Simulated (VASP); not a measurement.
# Al (Fm-3m) in VASP: further runs

The runs below take Al through single point, relaxation of volume and atoms at fixed shape, with PBEsol.

All numbers are computed with VASP 6.6.1; they aren't measurements. Logs are shortened: lines on timing, memory, paths and dates and some standing lists are left out, and cuts for length are marked.

## Step 1: The cell of the first run

It takes space group Fm-3m (No. 225, cubic). Conventional cell: a = 4.015 Å, b = 4.015 Å, c = 4.015 Å, α = 90.00°, β = 90.00°, γ = 90.00°. Within 3.7 Å of Al (site symmetry m-3m) lie 12 Al at 2.84 Å.

## Step 2: Single point, PBEsol

File INCAR:

```
ALGO = Normal ; EDIFF = 1E-6
ENCUT = 520 ; GGA = PS
ISIF = 2 ; ISMEAR = -1
LASPH = True ; LCHARG = False
LREAL = False ; LWAVE = False
NBANDS = 8 ; NELM = 100
PREC = Accurate ; SIGMA = 0.1
```

File KPOINTS:

```
k-points
0
Gamma
  17 17 17
```

File POSCAR:

```
Al
1.0
    2.8393027343      0.0000000000      0.0000000000
    1.4196513671      2.4589082969      0.0000000000
    1.4196513671      0.8196360990      2.3182809748
Al
1
Direct
    0.0000000000      0.0000000000      0.0000000000
```

Potentials or basis: VASP PAW PBE potentials, release 64 (Al).

Launch:

```sh
cat potpaw_PBE.64/Al/POTCAR > POTCAR
mpirun -np 1 vasp_std > vasp.out
```

OUTCAR:

```text
EDIFF = 1E-6
   ENCUT = 520
   GGA = PS
   ISIF = 2
   ISMEAR = -1
   LASPH = True
   LREAL = False
   NELM = 100
   PREC = Accurate

 ion  position               nearest neighbor table
   1  0.000  0.000  0.000-

  LATTYP: Found a face centered cubic cell.
 ALAT       =     4.0153804344

  Lattice vectors:

 A1 = (   2.8393027343,   0.0000000000,   0.0000000000)
 A2 = (   1.4196513671,   2.4589082969,   0.0000000000)
 A3 = (   1.4196513671,   0.8196360990,   2.3182809748)

Analysis of symmetry for initial positions (statically):
=====================================================================
 Subroutine PRICEL returns:
 Original cell was already a primitive cell.

 Routine SETGRP: Setting up the symmetry group for a
 face centered cubic supercell.

 Subroutine GETGRP returns: Found 48 space group operations
 (whereof 48 operations were pure point group operations)
 out of a pool of 48 trial point group operations.

The static configuration has the point symmetry O_h .

Analysis of symmetry for dynamics (positions and initial velocities):
=====================================================================
 Subroutine PRICEL returns:
 Original cell was already a primitive cell.

 Routine SETGRP: Setting up the symmetry group for a
 face centered cubic supercell.

 Subroutine GETGRP returns: Found 48 space group operations
 (whereof 48 operations were pure point group operations)
 out of a pool of 48 trial point group operations.

The dynamic configuration has the point symmetry O_h .

 Subroutine INISYM returns: Found 48 space group operations
 (whereof 48 operations are pure point group operations),
 and found     1 'primitive' translations

----------------------------------------------------------------------------------------

                                     Primitive cell

  volume of cell :      16.1853

  direct lattice vectors                    reciprocal lattice vectors
     2.839302734  0.000000000  0.000000000     0.352199147 -0.203342272 -0.143784699
     1.419651367  2.458908297  0.000000000     0.000000000  0.406684544 -0.143784700
     1.419651367  0.819636099  2.318280975     0.000000000  0.000000000  0.431354099

  length of vectors
     2.839302734  2.839302734  2.839302734     0.431354099  0.431354099  0.431354099

  position of ions in fractional coordinates (direct lattice)
     0.000000000  0.000000000  0.000000000

  ion indices of the primitive-cell ions
   primitive index   ion index
                 1           1

----------------------------------------------------------------------------------------

 KPOINTS: k-points

Automatic generation of k-mesh.
 Grid dimensions read from file:
 generate k-points for:   17   17   17

 Generating k-lattice:

  Cartesian coordinates                     Fractional coordinates (reciprocal lattice)
     0.020717597 -0.011961310 -0.008457923     0.058823529  0.000000000 -0.000000000
     0.000000000  0.023922620 -0.008457924     0.000000000  0.058823529  0.000000000
     0.000000000  0.000000000  0.025373771     0.000000000  0.000000000  0.058823529

  Length of vectors
     0.025373771  0.025373771  0.025373771

  Shift w.r.t. Gamma in fractional coordinates (k-lattice)
     0.000000000  0.000000000  0.000000000

 Subroutine IBZKPT returns following result:
 ===========================================

 Found    165 irreducible k-points:

 Following reciprocal coordinates:
            Coordinates               Weight
  0.000000  0.000000  0.000000      1.000000
  0.058824 -0.000000 -0.000000      8.000000
  0.117647  0.000000  0.000000      8.000000
  0.176471  0.000000 -0.000000      8.000000
  0.235294  0.000000  0.000000      8.000000
  0.294118  0.000000 -0.000000      8.000000
[... 16 lines left out ...]
 -0.176471  0.058824  0.000000     24.000000
 -0.117647  0.058824  0.000000     24.000000
 [... further k-points ...]
   k-points           NKPTS =    165   k-points in BZ     NKDIM =    165   number of bands    NBANDS=      8
   number of dos      NEDOS =    301   number of ions     NIONS =      1
   total plane-waves  NPLWV =  13824
   dimension x,y,z NGX =    24 NGY =   24 NGZ =   24
   dimension x,y,z NGXF=    48 NGYF=   48 NGZF=   48
   ions per type =               1
   NGX,Y,Z   is equivalent  to a cutoff of  14.05, 14.05, 14.05 a.u.
   NGXF,Y,Z  is equivalent  to a cutoff of  28.10, 28.10, 28.10 a.u.
 SYSTEM =  unknown system
   PREC   = accura    normal or accurate (medium, high low for compatibility)
   ISTART =      0    job   : 0-new  1-cont  2-samecut
   ICHARG =      2    charge: 1-file 2-atom 10-const
   ISPIN  =      1    spin polarized calculation?
   LNONCOLLINEAR =      F non collinear calculations
   LSORBIT =      F    spin-orbit coupling
   LASPH  =      T    aspherical Exc in radial PAW
   ENCUT  =  520.0 eV  38.22 Ry    6.18 a.u.   5.28  5.28  5.28*2*pi/ulx,y,z
   NELM   =    100;   NELMIN=  2; NELMDL= -5     # of ELM steps
   EDIFF  = 0.1E-05   stopping-criterion for ELM
   LREAL  =      F    real-space projection
   EDIFFG = 0.1E-04   stopping-criterion for IOM
   NSW    =      0    number of steps for IOM
   IBRION =     -1    ionic relax: 0-MD 1-quasi-New 2-CG
   NFREE  =      0    steps in history (QN), initial steepest desc. (CG)
   ISIF   =      2    stress and relaxation
   ISYM   =      2    0-nonsym 1-usesym 2-fastsym
   POTIM  = 0.5000    time-step for ionic-motion
   TEBEG  =    0.0;   TEEND  =   0.0 temperature during run
   PSTRESS=    0.0 pullay stress
   NELECT =       3.0000    total number of electrons
   NUPDOWN=      -1.0000    fix difference up-down
   EMIN   =  10.00;   EMAX   =-10.00  energy-range for DOS
   EFERMI =   0.00;   METHOD = LEGACY
   ISMEAR =    -1;   SIGMA  =   0.10  broadening in eV -4-tet -1-fermi 0-gaus
   EFERMI_NEDOS =   21; number of points for ismear=-14 and -15
   IALGO  =     38    algorithm
   IMIX   =      4    mixing-type and parameters
     AMIX     =   0.40;   BMIX     =  1.00
     AMIX_MAG =   1.60;   BMIX_MAG =  1.00
  volume/ion in A,a.u.               =      16.19       109.22
  Fermi-wavevector in a.u.,A,eV,Ry     =   0.933416  1.763900 11.854284  0.871265
  Thomas-Fermi vector in A             =   2.060115
   LORBIT       =      0    0 simple, 1 ext, 2 COOP (PROOUT), +10 PAW based schemes
   GGA     = PS    functional components
   LHFCALC =     F    Hartree Fock is set to
   AEXX    =    0.0000 exact exchange contribution
   IVDW    =     0    specifies the selected vdW correction
   LEPSILON=     F    determine dielectric tensor
   LRPA    =     F    only Hartree local field effects (RPA)
 non-spin polarized calculation
  energy-cutoff  :      520.00
  volume of cell :       16.19
 maximum number of plane-waves:       448
 NGX is ok and might be reduce to    24
   NGX = 11   NGY = 11   NGZ = 11

 number of electron       3.0000000 magnetization

 Free energy of the ion-electron system (eV)
  ---------------------------------------------------
  ext. energy  EPLUGINS =         0.00000000
  ---------------------------------------------------
  free energy    TOTEN  =        -4.10098442 eV

  energy without entropy =       -4.08861580  energy(sigma->0) =       -4.09480011

 E-fermi :   8.1442     XC(G=0): -10.3271

 val. band max:        8.1280590101   @ k =  -0.2941   0.4706   0.1765
 cond. band min:       8.1501467098   @ k =  -0.3529   0.3529   0.0000
 fundamental gap:      0.0220876998
 Fermi energy:         8.1441608282

 k-point     1 :       0.0000    0.0000    0.0000
  band No.  band energies     occupation
      1      -3.1115      2.00000
      2      20.8538      0.00000
      3      20.8538      0.00000
      4      20.8538      0.00000
      5      22.4919      0.00000
      6      22.4919      0.00000
      7      22.4919      0.00000
      8      24.7773      0.00000

 k-point     2 :       0.0588   -0.0000   -0.0000
  band No.  band energies     occupation
      1      -3.0163      2.00000
      2      19.2261      0.00000
      3      20.5320      0.00000
      4      20.5320      0.00000
      5      22.9627      0.00000
      6      22.9627      0.00000
      7      23.0579      0.00000
      8      25.7722      0.00000

 k-point     3 :       0.1176    0.0000    0.0000
  band No.  band energies     occupation
      1      -2.7309      2.00000
      2      16.8478      0.00000
      3      20.0045      0.00000
      4      20.0045      0.00000
      5      23.0760      0.00000
      6      23.8978      0.00000
      7      23.8978      0.00000
      8      26.0907      0.00000

 k-point     4 :       0.1765    0.0000   -0.0000
  band No.  band energies     occupation
      1      -2.2566      2.00000
      2      14.4664      0.00000
      3      19.5535      0.00000
      4      19.5535      0.00000
      5      22.8874      0.00000
      6      24.3178      0.00000
      7      24.3178      0.00000
      8      25.6505      0.00000

 k-point     5 :       0.2353    0.0000    0.0000
  band No.  band energies     occupation
      1      -1.5954      2.00000
      2      12.1779      0.00000
      3      19.2364      0.00000
      4      19.2364      0.00000
      5      22.7118      0.00000
      6      23.3362      0.00000
      7      23.3362      0.00000
      8      26.8573      0.00000
[... 177 lines left out ...]
 k-point    22 :      -0.2353    0.0588    0.0000
  band No.  band energies     occupation
      1      -1.2503      2.00000
      2      11.5086      0.00000
      3      17.3704      0.00000
      4      20.4482      0.00000
      5      21.8551      0.00000
      6      23.2269      0.00000
      7      23.4968      0.00000
      8      26.2171      0.00000

 k-point    23 :      -0.1765    0.0588    0.0000
  band No.  band energies     occupation
      1      -1.9728      2.00000
      2      13.7439      0.00000
      3      17.6649      0.00000
      4      20.6868      0.00000
      5      22.9653      0.00000
      6      23.4394      0.00000
      7      24.5111      0.00000
      8      24.8328      0.00000

 k-point    24 :      -0.1176    0.0588    0.0000
  band No.  band energies     occupation
      1      -2.5094      2.00000
      2      16.0601      0.00000
      3      18.1321      0.00000
      4      21.0036      0.00000
      5      23.2192      0.00000
      6      23.5652      0.00000
      7      24.6657      0.00000
      8      24.9458      0.00000

 [... further k-points ...]
[... 5 lines left out ...]
  --------------------------------------------------------------------------------------
  -------------------------------------------------------------------------------------
  Total        0.0054234      0.0054234      0.0054234     -0.0000000      0.0000000     -0.0000000
  in kB        0.5368637      0.5368637      0.5368637     -0.0000000      0.0000000     -0.0000000
  external PRESSURE =       0.5368637 kB  Pullay stress =       0.0000000 kB

 VOLUME and BASIS-vectors are now :
 -----------------------------------------------------------------------------
  energy-cutoff  :      520.00
  volume of cell :       16.19
      direct lattice vectors                 reciprocal lattice vectors
     2.839302734  0.000000000  0.000000000     0.352199147 -0.203342272 -0.143784699
     1.419651367  2.458908297  0.000000000     0.000000000  0.406684544 -0.143784700
     1.419651367  0.819636099  2.318280975     0.000000000  0.000000000  0.431354099

 POSITION                                       TOTAL-FORCE (eV/Angst)
 -----------------------------------------------------------------------------------
      0.00000      0.00000      0.00000         0.000000     -0.000000      0.000000
 -----------------------------------------------------------------------------------
    total drift:                                0.000000     -0.000000     -0.000000

  FREE ENERGIE OF THE ION-ELECTRON SYSTEM (eV)
  ---------------------------------------------------
  free  energy   TOTEN  =        -4.1009844219 eV

  energy  without entropy=       -4.0886158005  energy(sigma->0) =       -4.09480011
```

It took 8.5 s on 1 thread of AMD EPYC 9R45 (Zen 5), shared host; peak memory 0.11 GiB.

What came out:

```
Free energy : -4.1010 eV
Pressure    : 0.1 GPa
```

Caveat: the PAW data sets were made with another functional, which shifts forces and pressure a little.

## Step 3: Relaxation of volume and atoms at fixed shape, PBEsol

This run uses another cell than the first one, of 16.60 Å³/atom, 1.026 times its volume.

File INCAR:

```
ALGO     = Normal         # electronic algorithm
EDIFF    = 1E-6           # SCF threshold, eV
EDIFFG   = -0.03          # ionic threshold
ENCUT    = 600            # plane-wave cutoff, eV
GGA      = PS             # functional
IBRION   = 2              # ionic algorithm
ISIF     = 8              # what is computed and relaxed
ISMEAR   = -1             # smearing method
LASPH    = True           # aspherical terms in the spheres
LCHARG   = False          # write CHGCAR
LREAL    = False          # projectors in reciprocal space
LWAVE    = False          # write WAVECAR
NELM     = 80             # most SCF steps
NSW      = 80             # ionic steps
PREC     = Accurate       # precision mode
SIGMA    = 0.1            # smearing width, eV
```

KPOINTS is that of step 2.

File POSCAR:

```
Al
1.0
    2.8635070000      0.0000000000      0.0000000000
    1.4317535000      2.4798698059      0.0000000000
    1.4317535000      0.8266232686      2.3380436750
Al
1
Direct
    0.0000000000      0.0000000000      0.0000000000
```

Potentials or basis: VASP PAW PBE potentials, release 64 (Al).

Launch:

```sh
cat potpaw_PBE.64/Al/POTCAR > POTCAR
mpirun -np 1 vasp_std > vasp.out
```

OUTCAR:

```text
EDIFF = 1E-6
   EDIFFG = -0.03
   ENCUT = 600
   GGA = PS
   IBRION = 2
   ISIF = 8
   ISMEAR = -1
   LASPH = True
   LREAL = False
   NELM = 80
   NSW = 80
   PREC = Accurate

 ion  position               nearest neighbor table
   1  0.000  0.000  0.000-

  LATTYP: Found a face centered cubic cell.
 ALAT       =     4.0496104353

  Lattice vectors:

 A1 = (   2.8635070000,   0.0000000000,   0.0000000000)
 A2 = (   1.4317535000,   2.4798698059,   0.0000000000)
 A3 = (   1.4317535000,   0.8266232686,   2.3380436750)

Analysis of symmetry for initial positions (statically):
=====================================================================
 Subroutine PRICEL returns:
 Original cell was already a primitive cell.

 Routine SETGRP: Setting up the symmetry group for a
 face centered cubic supercell.

 Subroutine GETGRP returns: Found 48 space group operations
 (whereof 48 operations were pure point group operations)
 out of a pool of 48 trial point group operations.

The static configuration has the point symmetry O_h .

Analysis of symmetry for dynamics (positions and initial velocities):
[... 160 lines left out ...]

  FORCE on cell =-STRESS in cart. coord.  units (eV):
  Direction    XX          YY          ZZ          XY          YZ          ZX
  --------------------------------------------------------------------------------------
  -------------------------------------------------------------------------------------
  Total       -0.2009002     -0.2009002     -0.2009002     -0.0000000      0.0000000      0.0000000
  in kB      -19.3870300    -19.3870300    -19.3870300     -0.0000000      0.0000000      0.0000000
  external PRESSURE =     -19.3870300 kB  Pullay stress =       0.0000000 kB
[... 57 lines left out ...]
--------------------------------------- Ionic step        3  -------------------------------------------

 number of electron       3.0000000 magnetization

 Free energy of the ion-electron system (eV)
  ---------------------------------------------------
  ext. energy  EPLUGINS =         0.00000000
  ---------------------------------------------------
  free energy    TOTEN  =        -4.10107784 eV

  energy without entropy =       -4.08870155  energy(sigma->0) =       -4.09488970

 E-fermi :   8.1372     XC(G=0): -10.3248

 val. band max:        8.1205980832   @ k =  -0.2941   0.4706   0.1765
 cond. band min:       8.1422620053   @ k =  -0.3529   0.3529  -0.0000
 fundamental gap:      0.0216639221
 Fermi energy:         8.1371926630

 k-point     1 :       0.0000    0.0000    0.0000
  band No.  band energies     occupation
      1      -3.1139      2.00000
      2      20.8433      0.00000
      3      20.8433      0.00000
      4      20.8433      0.00000
      5      22.4765      0.00000
[... 177 lines left out ...]
 k-point    24 :      -0.1176    0.0588    0.0000
  band No.  band energies     occupation
      1      -2.5120      2.00000
      2      16.0504      0.00000
      3      18.1209      0.00000
      4      20.9922      0.00000
      5      23.2037      0.00000

 [... further k-points ...]
[... 5 lines left out ...]
  --------------------------------------------------------------------------------------
  -------------------------------------------------------------------------------------
  Total        0.0003002      0.0003002      0.0003002     -0.0000000     -0.0000000      0.0000000
  in kB        0.0297006      0.0297006      0.0297006     -0.0000000     -0.0000000      0.0000000
  external PRESSURE =       0.0297006 kB  Pullay stress =       0.0000000 kB
[... 16 lines left out ...]
  FREE ENERGIE OF THE ION-ELECTRON SYSTEM (eV)
  ---------------------------------------------------
  free  energy   TOTEN  =        -4.1010778369 eV

  energy  without entropy=       -4.0887015532  energy(sigma->0) =       -4.09488970

 reached required accuracy - stopping structural energy minimisation
```

OSZICAR:

```text
N       E                     dE             d eps       ncg     rms          rms(c)
DAV:   1    -0.155116345695E+01   -0.15512E+01   -0.97282E+02  1680   0.387E+02
DAV:   2    -0.410477674338E+01   -0.25536E+01   -0.24240E+01  2125   0.345E+01
DAV:   3    -0.412681903031E+01   -0.22042E-01   -0.21774E-01  2225   0.384E+00
[... 14 lines left out ...]
       N       E                     dE             d eps       ncg     rms          rms(c)
DAV:   1    -0.410108667196E+01   -0.90262E-04   -0.93633E-04  2075   0.197E-01    0.265E-02
DAV:   2    -0.410108167619E+01    0.49958E-05   -0.62820E-06  1780   0.216E-02    0.939E-03
DAV:   3    -0.410107825457E+01    0.34216E-05   -0.10291E-06  1360   0.626E-03    0.295E-03
DAV:   4    -0.410107783693E+01    0.41764E-06   -0.14857E-07   855   0.260E-03
   3 F= -.41010778E+01 E0= -.40948897E+01  d E =-.252233E-02
```

Run time: 10 s. Hardware: 1 thread of AMD EPYC 9R45 (Zen 5), shared host; peak memory 0.11 GiB.

Results:

```
Free energy                            : -4.1011 eV
Relaxed volume                         : 16.20 Å³/atom
Relaxed cell                           : a = 2.840 Å, b = 2.840 Å, c = 2.840 Å, α = 60.00°, β = 60.00°, γ = 60.00°
Space group after relaxing (to 0.05 Å) : Fm-3m (No. 225)
Energy gained by relaxing              : 2.5 meV/atom
Ionic steps                            : 3
Pressure after relaxing                : 0.0 GPa
```

Step by step:
| step | energy change (eV) | largest force (eV/Å) | pressure (GPa) | volume (Å³) |
| --- | --- | --- | --- | --- |
| 1 | 0.0000 | 0.0000 | -1.94 | 16.60 |
| 2 | -0.0024 | 0.0000 | 0.37 | 16.12 |
| 3 | -0.0025 | 0.0000 | 0.00 | 16.20 |

Final structure:
```
Al
1.0
     2.83991    0.00000    0.00000
     1.41996    2.45943    0.00000
     1.41996    0.81981    2.31878
Al
1
Direct
  0.00000 0.00000 0.00000
```

Caveat: the PAW data sets were made with another functional, which shifts forces and pressure a little.
